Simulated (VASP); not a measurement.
A run of VASP 6.6.1 is set up as follows.

Contents of INCAR:

```
PREC     = Accurate       # precision mode
ENCUT    = 520            # plane-wave cutoff, eV
EDIFF    = 1E-6           # SCF threshold, eV
ISMEAR   = -1             # smearing method
SIGMA    = 0.05           # smearing width, eV
LREAL    = False          # projectors in reciprocal space
LASPH    = True           # aspherical terms in the spheres
NELM     = 100            # most SCF steps
ALGO     = Normal         # electronic algorithm
ISIF     = 2              # what is computed and relaxed
LWAVE    = False          # write WAVECAR
LCHARG   = False          # write CHGCAR
GGA      = PS             # functional
NBANDS   = 34             # bands
```

File KPOINTS:

```
regular mesh
0
Gamma
  6 6 6
```

POSCAR

```
Tc
1.0
    3.8312814559      0.0000000000      0.0000000000
    0.0000000000      3.8312814559      0.0000000000
    0.0000000000      0.0000000000      3.8312814559
Tc
4
Direct
    0.0000000000      0.0000000000      0.0000000000
    0.0000000000      0.5000000000      0.5000000000
    0.5000000000      0.0000000000      0.5000000000
    0.5000000000      0.5000000000      0.0000000000
```

Potentials or basis: VASP PAW PBE potentials, release 64 (Tc_pv).

Command:

```sh
$ cat potpaw_PBE.64/Tc_pv/POTCAR > POTCAR
$ mpirun -np 1 vasp_std > vasp.out
```

Problem. Estimate the band gap on the k mesh.

Solution. Zero (band 26 reaches 15.94 eV, above the bottom of band 27 at 11.88 eV).

Problem. Predict the pressure.

Solution. -0.7 GPa.

Caveat: the PAW data sets were made with another functional, which shifts forces and pressure a little.
